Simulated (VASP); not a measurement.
Set up this calculation in VASP 6.6.1, as the native input.

* Task: relaxation of cell and atoms
* Functional: PBE
* Potentials or basis: VASP PAW PBE potentials, release 64 (Hg, Se)
* Cutoff: 600 eV
* k mesh: 4 × 4 × 4
* Occupations: gaussian, width 0.1 eV
* Spin: no spin polarisation
* Dipole correction: no
* Further INCAR settings: ALGO = Normal; EDIFF = 1e-06; IBRION = 2; EDIFFG = -0.04; NSW = 90; ISIF = 3

The structure of HgSe3 lies in POSCAR:

```
HgSe3
1.0
    4.6403844036      0.0000000000      0.0000000000
    0.0000000000      4.6403844036      0.0000000000
    0.0000000000      0.0000000000      4.5926877286
Hg Se
1 3
Direct
    0.0000000000      0.0000000000      0.0000000000
    0.0000000000      0.5000000000      0.5000000000
    0.5000000000      0.0000000000      0.5000000000
    0.5000000000      0.5000000000      0.0000000000
```

One way to write it, as run:

INCAR

```
SYSTEM = HgSe3
ALGO     = Normal         ! electronic algorithm
EDIFF    = 1E-6           ! SCF threshold, eV
EDIFFG   = -0.04          ! ionic threshold
ENCUT    = 600            ! plane-wave cutoff, eV
GGA      = PE             ! functional
IBRION   = 2              ! ionic algorithm
ISIF     = 3              ! what is computed and relaxed
ISMEAR   = 0              ! smearing method
LASPH    = .True.         ! aspherical terms in the spheres
LCHARG   = .False.        ! write CHGCAR
LREAL    = .False.        ! projectors in reciprocal space
LWAVE    = .False.        ! write WAVECAR
NELM     = 60             ! most SCF steps
NSW      = 90             ! ionic steps
PREC     = Accurate       ! precision mode
SIGMA    = 0.1            ! smearing width, eV
```

KPOINTS

```
k-points
0
Gamma
  4 4 4
  0 0 0
```

Potentials or basis: VASP PAW PBE potentials, release 64 (Hg, Se).

The run is started by

```bash
$ cat potpaw_PBE.64/Hg/POTCAR potpaw_PBE.64/Se/POTCAR > POTCAR
$ mpirun -np 1 vasp_std > vasp.out
```

It gave:

| Quantity | Value |
| --- | --- |
| Relaxed volume | 21.84 Å³/atom |
| Relaxed cell | a = 5.445 Å, b = 5.445 Å, c = 2.947 Å, α = 90.00°, β = 90.00°, γ = 90.00° |
| Space group after relaxing (to 0.05 Å) | P4/mmm (No. 123) |
| Energy gained by relaxing | 243.0 meV/atom |
| Ionic steps | 22 |
| Pressure after relaxing | 0.0 GPa |
| Band gap on the k mesh | zero (band 15 reaches 6.56 eV, above the bottom of band 16 at 3.71 eV) |

Caveat: spin-orbit coupling is left out, which moves the levels of the heavy elements.

Run time: 13 min on 1 thread of AMD EPYC 7R13 Processor (Zen 3) (shared host), peak memory 0.23 GiB.
